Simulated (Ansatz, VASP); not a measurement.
**Ga3Sb in VASP and in Ansatz**

INCAR

```
PREC     = Accurate       # precision mode
ENCUT    = 520            # plane-wave cutoff, eV
EDIFF    = 1E-6           # SCF threshold, eV
ISMEAR   = 0              # smearing method
SIGMA    = 0.15           # smearing width, eV
LREAL    = False          # projectors in reciprocal space
LASPH    = True           # aspherical terms in the spheres
NELM     = 100            # most SCF steps
ALGO     = Fast           # electronic algorithm
ISIF     = 2              # what is computed and relaxed
LWAVE    = False          # write WAVECAR
LCHARG   = False          # write CHGCAR
GGA      = PE             # functional
IVDW     = 12             # dispersion correction
NBANDS   = 30             # bands
```

Contents of KPOINTS:

```
Automatic mesh
0
Gamma
  14 14 14
```

File POSCAR:

```
Ga3Sb
1.0
   -2.2848549404      2.2848549404      3.8392417563
    2.2848549404     -2.2848549404      3.8392417563
    2.2848549404      2.2848549404     -3.8392417563
Ga Sb
3 1
Direct
    0.7500000000      0.2500000000      0.5000000000
    0.2500000000      0.7500000000      0.5000000000
    0.5000000000      0.5000000000      0.0000000000
    0.0000000000      0.0000000000      0.0000000000
```

Input for Ansatz:

```yaml
crystal:
  lattice:
    - [-2.2848549404, 2.2848549404, 3.8392417563]
    - [2.2848549404, -2.2848549404, 3.8392417563]
    - [2.2848549404, 2.2848549404, -3.8392417563]
  atoms:
    - { symbol: Ga, position: [0.75, 0.25, 0.5] }
    - { symbol: Ga, position: [0.25, 0.75, 0.5] }
    - { symbol: Ga, position: [0.5, 0.5, 0.0] }
    - { symbol: Sb, position: [0.0, 0.0, 0.0] }
basis:
  ecutwfc: 420
kpoints:
  mp_grid: { grid: [14, 14, 14] }
hamiltonian:
  xc: pbe
  pseudopotentials: { kind: paw, azcp: { folder: soft_1 } }
  dispersion: d3bj
scf:
  occupations: { method: gaussian, width: 0.15 }
output:
  forces: true
  stress: true
  eigenvalues: true
```

Alike in both runs: task single point; functional PBE; dispersion D3(BJ); k mesh 14 × 14 × 14; occupations gaussian, width 0.15 eV; no spin polarisation.

```csv
,VASP,Ansatz
version,VASP 6.6.1,Ansatz 0.2.0
potentials or method,"VASP PAW PBE potentials, release 64 (Ga_d, Sb), cutoff 520 eV","scalar-relativistic, plane waves, PAW"
valence electrons in the cell,44,54
```

|  | VASP | Ansatz | Ansatz less VASP |
| --- | --- | --- | --- |
| gap on the k mesh at the Fermi level (eV) | none | none | - |
| pressure (GPa) | 2.0 | 2.0 | -0.02 |
| traceless stress, the component that is largest in VASP (GPa) | 0.64 | 0.63 | -0.011 |

A gap of «none» marks a metal or a gap that the smearing closes. VASP's potentials hold 44 valence electrons a cell and Ansatz's 54, so a difference there can come from the potentials and not from the codes.

Spin-orbit coupling is off throughout.
